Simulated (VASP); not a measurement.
# As in VASP: notebook

Runs on As. Level: PBE. Tasks: single point.

Program: VASP 6.6.1. These are calculated values, not measurements. Logs are shortened: lines on timing, memory, paths and dates and some standing lists are left out, and cuts for length are marked.

### Step 1. The cell of the first run

The cell holds a slab with vacuum, 2 atoms: a = 3.555 Å, b = 3.555 Å, c = 28.000 Å, α = 90.00°, β = 90.00°, γ = 120.00°.

### Step 2. Single point, PBE

The input, INCAR:

```
ALGO = Normal
DIPOL = 0.5 0.5 0.500
EDIFF = 1E-7
ENCUT = 520
GGA = PE
IDIPOL = 3
ISIF = 2
ISMEAR = 0
LASPH = T
LCHARG = F
LDIPOL = T
LREAL = F
LWAVE = F
NBANDS = 12
NELM = 100
PREC = Accurate
SIGMA = 0.02
```

The input, KPOINTS:

```
k-points
0
Gamma
  9 9 1
```

The input, POSCAR:

```
As
1.0
    3.5550000000      0.0000000000      0.0000000000
   -1.7775000000      3.0787203105      0.0000000000
    0.0000000000      0.0000000000     28.0000000000
As
2
Direct
    0.3333333333      0.6666666667      0.5000000000
    0.6666666667      0.3333333333      0.5000000000
```

Potentials or basis: VASP PAW PBE potentials, release 64 (As).

Started as:

```sh
> cat potpaw_PBE.64/As/POTCAR > POTCAR
> mpirun -np 1 vasp_std > vasp.out
```

OUTCAR:

```text
EDIFF = 1E-7
   ENCUT = 520
   GGA = PE
   ISIF = 2
   ISMEAR = 0
   LASPH = T
   LREAL = F
   NELM = 100
   PREC = Accurate

 ion  position               nearest neighbor table
   1  0.333  0.667  0.500-   2 2.05   2 2.05   2 2.05
   2  0.667  0.333  0.500-   1 2.05   1 2.05   1 2.05

  LATTYP: Found a hexagonal cell.
 ALAT       =     3.5550000000
 C/A-ratio  =     7.8762306610

  Lattice vectors:

 A1 = (   3.5550000000,   0.0000000000,   0.0000000000)
 A2 = (  -1.7775000000,   3.0787203105,   0.0000000000)
 A3 = (   0.0000000000,   0.0000000000,  28.0000000000)

Analysis of symmetry for initial positions (statically):
=====================================================================
 Subroutine PRICEL returns:
 Original cell was already a primitive cell.

 Routine SETGRP: Setting up the symmetry group for a
 hexagonal supercell.

 Subroutine GETGRP returns: Found 24 space group operations
 (whereof 24 operations were pure point group operations)
 out of a pool of 24 trial point group operations.

The static configuration has the point symmetry D_6h.

Analysis of symmetry for dynamics (positions and initial velocities):
=====================================================================
 Subroutine PRICEL returns:
 Original cell was already a primitive cell.

 Routine SETGRP: Setting up the symmetry group for a
 hexagonal supercell.

 Subroutine GETGRP returns: Found 24 space group operations
 (whereof 24 operations were pure point group operations)
 out of a pool of 24 trial point group operations.

The dynamic configuration has the point symmetry D_6h.

 Subroutine INISYM returns: Found 24 space group operations
 (whereof 24 operations are pure point group operations),
 and found     1 'primitive' translations

----------------------------------------------------------------------------------------

                                     Primitive cell

  volume of cell :     306.4558

  direct lattice vectors                    reciprocal lattice vectors
     3.555000000  0.000000000  0.000000000     0.281293952  0.162405139  0.000000000
    -1.777500000  3.078720311  0.000000000     0.000000000  0.324810278  0.000000000
     0.000000000  0.000000000 28.000000000     0.000000000  0.000000000  0.035714286

  length of vectors
     3.555000000  3.555000000 28.000000000     0.324810278  0.324810278  0.035714286

  position of ions in fractional coordinates (direct lattice)
     0.333333333  0.666666667  0.500000000
     0.666666667  0.333333333  0.500000000

  ion indices of the primitive-cell ions
   primitive index   ion index
                 1           1
                 2           2

----------------------------------------------------------------------------------------

 KPOINTS: k-points

Automatic generation of k-mesh.
 Grid dimensions read from file:
 generate k-points for:    9    9    1

 Generating k-lattice:

  Cartesian coordinates                     Fractional coordinates (reciprocal lattice)
     0.031254884  0.018045015  0.000000000     0.111111111  0.000000000  0.000000000
     0.000000000  0.036090031  0.000000000     0.000000000  0.111111111  0.000000000
     0.000000000  0.000000000  0.035714286     0.000000000  0.000000000  1.000000000

  Length of vectors
     0.036090031  0.036090031  0.035714286

  Shift w.r.t. Gamma in fractional coordinates (k-lattice)
     0.000000000  0.000000000  0.000000000

 Subroutine IBZKPT returns following result:
 ===========================================

 Found     12 irreducible k-points:

 Following reciprocal coordinates:
            Coordinates               Weight
  0.000000  0.000000  0.000000      1.000000
  0.111111  0.000000  0.000000      6.000000
  0.222222  0.000000  0.000000      6.000000
  0.333333  0.000000  0.000000      6.000000
  0.444444  0.000000  0.000000      6.000000
  0.111111  0.111111  0.000000      6.000000
  0.222222  0.111111  0.000000     12.000000
  0.333333  0.111111  0.000000     12.000000
  0.444444  0.111111  0.000000      6.000000
  0.222222  0.222222  0.000000      6.000000
  0.333333  0.222222  0.000000     12.000000
  0.333333  0.333333  0.000000      2.000000
   k-points           NKPTS =     12   k-points in BZ     NKDIM =     12   number of bands    NBANDS=     12
   number of dos      NEDOS =    301   number of ions     NIONS =      2
   total plane-waves  NPLWV = 164640
   dimension x,y,z NGX =    28 NGY =   28 NGZ =  210
   dimension x,y,z NGXF=    56 NGYF=   56 NGZF=  420
   ions per type =               2
   NGX,Y,Z   is equivalent  to a cutoff of  13.09, 13.09, 12.47 a.u.
   NGXF,Y,Z  is equivalent  to a cutoff of  26.19, 26.19, 24.94 a.u.
 SYSTEM =  unknown system
   PREC   = accura    normal or accurate (medium, high low for compatibility)
   ISTART =      0    job   : 0-new  1-cont  2-samecut
   ICHARG =      2    charge: 1-file 2-atom 10-const
   ISPIN  =      1    spin polarized calculation?
   LNONCOLLINEAR =      F non collinear calculations
   LSORBIT =      F    spin-orbit coupling
   LASPH  =      T    aspherical Exc in radial PAW
   ENCUT  =  520.0 eV  38.22 Ry    6.18 a.u.   6.61  6.61 52.06*2*pi/ulx,y,z
   NELM   =    100;   NELMIN=  2; NELMDL= -5     # of ELM steps
   EDIFF  = 0.1E-06   stopping-criterion for ELM
   LREAL  =      F    real-space projection
   EDIFFG = 0.1E-05   stopping-criterion for IOM
   NSW    =      0    number of steps for IOM
   IBRION =     -1    ionic relax: 0-MD 1-quasi-New 2-CG
   NFREE  =      0    steps in history (QN), initial steepest desc. (CG)
   ISIF   =      2    stress and relaxation
   ISYM   =      2    0-nonsym 1-usesym 2-fastsym
   POTIM  = 0.5000    time-step for ionic-motion
   TEBEG  =    0.0;   TEEND  =   0.0 temperature during run
   PSTRESS=    0.0 pullay stress
   NELECT =      10.0000    total number of electrons
   NUPDOWN=      -1.0000    fix difference up-down
   EMIN   =  10.00;   EMAX   =-10.00  energy-range for DOS
   EFERMI =   0.00;   METHOD = LEGACY
   ISMEAR =     0;   SIGMA  =   0.02  broadening in eV -4-tet -1-fermi 0-gaus
   EFERMI_NEDOS =   21; number of points for ismear=-14 and -15
   IALGO  =     38    algorithm
   IMIX   =      4    mixing-type and parameters
     AMIX     =   0.40;   BMIX     =  1.00
     AMIX_MAG =   1.60;   BMIX_MAG =  1.00
  volume/ion in A,a.u.               =     153.23      1034.03
  Fermi-wavevector in a.u.,A,eV,Ry     =   0.523141  0.988593  3.723597  0.273677
  Thomas-Fermi vector in A             =   1.542280
   LORBIT       =      0    0 simple, 1 ext, 2 COOP (PROOUT), +10 PAW based schemes
   GGA     = PE    functional components
   LHFCALC =     F    Hartree Fock is set to
   AEXX    =    0.0000 exact exchange contribution
   IVDW    =     0    specifies the selected vdW correction
   LEPSILON=     F    determine dielectric tensor
   LRPA    =     F    only Hartree local field effects (RPA)
 non-spin polarized calculation
 Gauss-broadening in eV      SIGMA  =   0.02
  energy-cutoff  :      520.00
  volume of cell :      306.46
 maximum number of plane-waves:      8361
 NGX is ok and might be reduce to    28
   NGX = 13   NGY = 13   NGZ =105

 dipolmoment           0.000000      0.000000      0.000000 electrons x Angstroem

 number of electron      10.0000001 magnetization

 dipolmoment           0.000000      0.000000     -0.000000 electrons x Angstroem

 Free energy of the ion-electron system (eV)
  ---------------------------------------------------
  ext. energy  EPLUGINS =         0.00000000
  ---------------------------------------------------
  free energy    TOTEN  =        -3.95235945 eV

  energy without entropy =       -3.95235945  energy(sigma->0) =       -3.95235945

 E-fermi :  -2.5480     XC(G=0):  -1.6528

 val. band max:       -2.6874101627   @ k =   0.3333   0.1111   0.0000
 cond. band min:      -2.3970980420   @ k =   0.2222   0.2222   0.0000
 fundamental gap:      0.2903121208
 Fermi energy:        -2.5479679375

 k-point     1 :       0.0000    0.0000    0.0000
  band No.  band energies     occupation
      1     -20.3001      2.00000
      2      -8.7171      2.00000
      3      -7.3027      2.00000
      4      -7.3027      2.00000
      5      -4.2602      2.00000
      6      -1.0340      0.00000
      7      -1.0340      0.00000
      8      -0.3370      0.00000
      9       1.0182      0.00000
     10       1.3564      0.00000
     11       1.7597      0.00000
     12       1.9034      0.00000

 k-point     2 :       0.1111    0.0000    0.0000
  band No.  band energies     occupation
      1     -20.1227      2.00000
      2      -8.8499      2.00000
      3      -8.5347      2.00000
      4      -7.6473      2.00000
      5      -3.1373      2.00000
      6      -0.9164      0.00000
      7      -0.3251      0.00000
      8      -0.1390      0.00000
      9       1.2090      0.00000
     10       1.5522      0.00000
     11       1.9522      0.00000
     12       2.0265      0.00000

 k-point     3 :       0.2222    0.0000    0.0000
  band No.  band energies     occupation
      1     -19.5969      2.00000
      2     -11.1842      2.00000
      3      -8.3366      2.00000
      4      -7.9974      2.00000
      5      -3.1020      2.00000
      6       0.1383      0.00000
      7       0.4187      0.00000
      8       1.0022      0.00000
      9       1.4519      0.00000
     10       1.7841      0.00000
     11       2.1395      0.00000
     12       2.5354      0.00000
[... 106 lines left out ...]
 k-point    11 :       0.3333    0.2222    0.0000
  band No.  band energies     occupation
      1     -17.2447      2.00000
      2     -15.2594      2.00000
      3     -10.9988      2.00000
      4      -5.6586      2.00000
      5      -3.6809      2.00000
      6      -0.3763      0.00000
      7       1.7631      0.00000
      8       2.6086      0.00000
      9       3.1293      0.00000
     10       4.8137      0.00000
     11       5.0672      0.00000
     12       5.1899      0.00000

 k-point    12 :       0.3333    0.3333    0.0000
  band No.  band energies     occupation
      1     -16.2395      2.00000
      2     -16.2395      2.00000
      3     -11.4854      2.00000
      4      -4.6681      2.00000
      5      -4.6681      2.00000
      6       1.2573      0.00000
      7       2.1892      0.00000
      8       2.1892      0.00000
      9       3.0373      0.00000
     10       4.7767      0.00000
     11       4.7767      0.00000
     12       5.7836      0.00000

------------------------ aborting loop because EDIFF is reached ----------------------------------------

 vacuum level on the upper side and lower side of the slab       (xc-potential included)        -0.012        -0.012

  FORCE on cell =-STRESS in cart. coord.  units (eV):
  Direction    XX          YY          ZZ          XY          YZ          ZX
  --------------------------------------------------------------------------------------
  -------------------------------------------------------------------------------------
  Total       24.2398175     24.2398175     -0.0026925      0.0000000      0.0000000      0.0000000
  in kB      126.7278468    126.7278468     -0.0140767      0.0000000      0.0000000      0.0000000
  external PRESSURE =      84.4805389 kB  Pullay stress =       0.0000000 kB

 VOLUME and BASIS-vectors are now :
 -----------------------------------------------------------------------------
  energy-cutoff  :      520.00
  volume of cell :      306.46
      direct lattice vectors                 reciprocal lattice vectors
     3.555000000  0.000000000  0.000000000     0.281293952  0.162405139  0.000000000
    -1.777500000  3.078720311  0.000000000     0.000000000  0.324810278  0.000000000
     0.000000000  0.000000000 28.000000000     0.000000000  0.000000000  0.035714286

 POSITION                                       TOTAL-FORCE (eV/Angst)
 -----------------------------------------------------------------------------------
     -0.00000      2.05248     14.00000        -0.000000      0.000000      0.000000
      1.77750      1.02624     14.00000         0.000000     -0.000000      0.000000
 -----------------------------------------------------------------------------------
    total drift:                                0.000000      0.000000     -0.000000

  FREE ENERGIE OF THE ION-ELECTRON SYSTEM (eV)
  ---------------------------------------------------
  free  energy   TOTEN  =        -3.9523594463 eV

  energy  without entropy=       -3.9523594463  energy(sigma->0) =       -3.95235945

 vacuum level on the upper side and lower side of the slab         1.292         1.292
```

It took 53 s on 1 thread of Intel Xeon Platinum 8375C at 2.90GHz (Ice Lake), shared host; peak memory 0.39 GiB.

What came out:

```
Free energy            : -3.9524 eV
Band gap on the k mesh : zero (band 5 reaches -2.17 eV, above the bottom of band 6 at -3.32 eV)
```

Levels at points of the mesh, in eV from the Fermi level:
```tsv
k point	band 1	band 2	band 3	band 4	band 5	band 6	band 7	band 8	band 9	band 10
(0.00, 0.00, 0.00)	-17.75	-6.17	-4.75	-4.75	-1.71	1.51	1.51	2.21	3.57	3.90
```

### Step 3. Single point, PBE

This run uses another cell than the first one, of 158.18 Å³/atom, 1.032 times its volume.

The input, INCAR:

```
PREC = Accurate
ENCUT = 520
EDIFF = 1E-6
ISMEAR = 0
SIGMA = 0.02
LREAL = False
LASPH = True
NELM = 80
ALGO = Normal
ISIF = 2
LWAVE = False
LCHARG = False
LDIPOL = True
IDIPOL = 3
DIPOL = 0.5 0.5 0.500
GGA = PE
NBANDS = 12
```

The input, KPOINTS:

```
Automatic mesh
0
Gamma
  9 9 1
```

The input, POSCAR:

```
As
1.0
    3.6120000000      0.0000000000      0.0000000000
   -1.8060000000      3.1280837585      0.0000000000
    0.0000000000      0.0000000000     28.0000000000
As
2
Direct
    0.3333333333      0.6666666667      0.5000000000
    0.6666666667      0.3333333333      0.5000000000
```

Potentials or basis: VASP PAW PBE potentials, release 64 (As).

Started as:

```sh
> cat potpaw_PBE.64/As/POTCAR > POTCAR
> mpirun -np 1 vasp_std > vasp.out
```

Run time: 61 s. Hardware: 1 thread of Intel Xeon Platinum 8375C at 2.90GHz (Ice Lake), shared host; peak memory 0.39 GiB.

It converged, with:

- Free energy: -4.6689 eV
- Band gap on the k mesh: zero (band 5 reaches -2.53 eV, above the bottom of band 6 at -3.39 eV)

Levels at points of the mesh, in eV from the Fermi level:
| k point | band 1 | band 2 | band 3 | band 4 | band 5 | band 6 | band 7 | band 8 | band 9 | band 10 |
| --- | --- | --- | --- | --- | --- | --- | --- | --- | --- | --- |
| (0.00, 0.00, 0.00) | -17.33 | -5.85 | -4.67 | -4.67 | -2.16 | 1.52 | 1.52 | 2.40 | 3.73 | 4.06 |

### Step 4. Single point, PBE

This run uses another cell than the first one, of 168.50 Å³/atom, 1.100 times its volume.

The input, INCAR:

```
SYSTEM = As
PREC = Accurate ; ENCUT = 520
EDIFF = 1E-6 ; ISMEAR = 0
SIGMA = 0.02 ; LREAL = .FALSE.
LASPH = .TRUE. ; NELM = 100
ALGO = Normal ; ISIF = 2
LWAVE = .FALSE. ; LCHARG = .FALSE.
LDIPOL = .TRUE. ; IDIPOL = 3
DIPOL = 0.5 0.5 0.500 ; GGA = PE
NBANDS = 12
```

The input, KPOINTS:

```
regular mesh
0
G
  9 9 1
  0 0 0
```

The input, POSCAR:

```
As
1.0
    3.7280000000      0.0000000000      0.0000000000
   -1.8640000000      3.2285427053      0.0000000000
    0.0000000000      0.0000000000     28.0000000000
As
2
Direct
    0.3333333333      0.6666666667      0.5000000000
    0.6666666667      0.3333333333      0.5000000000
```

Started as:

```sh
> cat potpaw_PBE.64/As/POTCAR > POTCAR
> mpirun -np 1 vasp_std > vasp.out
```

Run time: 43 s. Hardware: 1 thread of Intel Xeon 6975P-C (Granite Rapids), shared host; peak memory 0.39 GiB.

The run converged. Its results:

```
Free energy            : -5.8686 eV
Band gap on the k mesh : zero (band 5 reaches -2.60 eV, above the bottom of band 6 at -3.35 eV)
```

Levels at points of the mesh, in eV from the Fermi level:
```csv
k point,band 2,band 3,band 4,band 5,band 6,band 7,band 8,band 9
"(0.00, 0.00, 0.00)",-5.27,-4.34,-4.34,-2.93,1.65,1.65,2.57,3.81
```

### Step 5. Overview

| cell | gap on the mesh (eV) |
| --- | --- |
| a = 3.555, b = 3.555, c = 28.000 Å, angles 90.0, 90.0, 120.0°, 2 atoms | none |
| a = 3.612, b = 3.612, c = 28.000 Å, angles 90.0, 90.0, 120.0°, 2 atoms | none |
| a = 3.728, b = 3.728, c = 28.000 Å, angles 90.0, 90.0, 120.0°, 2 atoms | none |

Alike in all rows: task single point; level PBE; potentials or basis VASP PAW PBE potentials, release 64 (As); no spin polarisation; k mesh 9 × 9 × 1; cutoff (eV) 520; smearing gaussian 0.02 eV.

Total energies depend on the potentials used, so only differences within one code and one set of settings carry meaning.
